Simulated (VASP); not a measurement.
Wanted: the native input for a VASP 6.6.1 run.

- Task: single point
- Functional: PBE
- Dispersion: D3(BJ)
- Potentials or basis: VASP PAW PBE potentials, release 64 (O, H, S)
- Cutoff: 520 eV
- k mesh: 1 × 1 × 1
- Occupations: fermi-dirac, width 0.02 eV
- Spin: no spin polarisation
- Dipole correction: no
- Further INCAR settings: LREAL = Auto; ALGO = Normal; EDIFF = 1e-06; NBANDS = 71

The structure of H20SO12 lies in POSCAR:

```
H20SO12
1.0
    7.8633030000      0.0000000000      0.0000000000
    0.0000000000      7.8633030000      0.0000000000
    0.0000000000      0.0000000000      7.8633030000
O H S
12 20 1
Direct
   -0.0092709133      0.1713274943      0.1404880366
    0.2679535559      0.7172939921     -0.1150788670
    0.8925892847      0.0430099158      0.4995610623
    0.2973305238      0.9798808465      0.1153967995
    0.6614396011      0.2903360077      0.6763188446
    0.5957547356      0.6814439174      0.6399092086
    0.6078870419      0.1132857274      0.9659172488
    0.3348847170      0.7102740413      0.3385981692
    0.5277044519      0.5698241566      0.0444215363
    0.2521586667      0.1526457775      0.7100705645
    0.9937554231      0.7105919739      0.6559330093
    1.0394614070      0.4318287112      0.8020929627
    0.0150064165      0.2953339074      0.1600472473
    0.0938536897      0.1184871040      0.1033535144
    0.2639221711      0.8243482414     -0.0427428525
    0.3425532502      0.6399346432     -0.0503732337
    0.9528184276      0.0711660227      0.3887679262
    0.9677994095     -0.0366512647      0.5562802298
    0.4004424095      1.0273672527      0.0764055512
    0.3208066636      0.9138271792      0.2133200259
    0.6629656774      0.4139863363      0.6456319946
    0.7682267871      0.2546003887      0.6289850461
    0.7043732131      0.7381885195      0.6387137822
    0.5272084772      0.7109989275      0.7364208145
    0.7176119247      0.1142522423      1.0209958843
    0.6026093615      0.1885848733      0.8649800218
    0.2300178436      0.7038645211      0.4120405891
    0.4376786701      0.7079976442      0.4106798377
    0.5170346354      0.6204771710      0.1558759722
    0.5728381572      0.4625918650      0.0737603524
    0.1575292215      0.2322433715      0.7502190873
    0.3589077007      0.2125188359      0.6834532511
    1.0046414338      0.6146399293      0.8135639692
```

The input as run:

INCAR

```
SYSTEM = H20SO12
PREC = Accurate ; ENCUT = 520
EDIFF = 1E-6 ; ISMEAR = -1
SIGMA = 0.02 ; LREAL = Auto
LASPH = .TRUE. ; NELM = 120
ALGO = Normal ; ISIF = 2
LWAVE = .FALSE. ; LCHARG = .FALSE.
GGA = PE ; IVDW = 12
NBANDS = 71 ; GGA_COMPAT = .FALSE.
```

KPOINTS

```
regular mesh
0
G
  1 1 1
  0 0 0
```

Potentials or basis: VASP PAW PBE potentials, release 64 (O, H, S).

Run with:

```console
$ cat potpaw_PBE.64/O/POTCAR potpaw_PBE.64/H/POTCAR potpaw_PBE.64/S/POTCAR > POTCAR
$ mpirun -np 1 vasp_gam > vasp.out
```

Results of the run:

```
Pressure                   : -0.6 GPa
Largest force              : 2.494 eV/Å
Band gap on the k mesh     : 2.80 eV
Dispersion energy per atom : -0.029 eV
```

Caveat: the k points lie up to 0.80 Å⁻¹ apart; the atoms stand as in a frame of molecular dynamics.

It took 40 s on 1 thread of AMD EPYC 9R45 96-Core Processor (Zen 5), with other jobs on the host, peak memory 0.42 GiB.
